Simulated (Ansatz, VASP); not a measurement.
**Au: VASP beside Ansatz**

```
CELL_PARAMETERS angstrom
0.00000 2.02296 2.02296
2.02296 0.00000 2.02296
2.02296 2.02296 0.00000
ATOMIC_POSITIONS crystal
Au 0.00000 0.00000 0.00000
```

Alike in both runs: task single point; functional LDA; k mesh 13 × 13 × 13; occupations methfessel-paxton of order 1, width 0.2 eV; no spin polarisation.

|  | VASP | Ansatz |
| --- | --- | --- |
| version | VASP 6.6.1 | Ansatz 0.2.0 |
| potentials or method | VASP PAW LDA potentials, release 64 (Au), cutoff 520 eV | plane waves (420 eV) with PAW, scalar-relativistic |
| valence electrons in the cell | 11 | 19 |

```tsv
	VASP	Ansatz	Ansatz less VASP
pressure (GPa)	0.4	-0.1	-0.50
```

Ansatz warns that its potentials were made for another functional, while VASP's fit it. LDA's correlation is that of Perdew and Zunger in VASP and of Perdew and Wang (1992) in Ansatz. VASP's potentials hold 11 valence electrons a cell and Ansatz's 19, so a difference there can come from the potentials and not from the codes.

Spin-orbit coupling is off throughout.
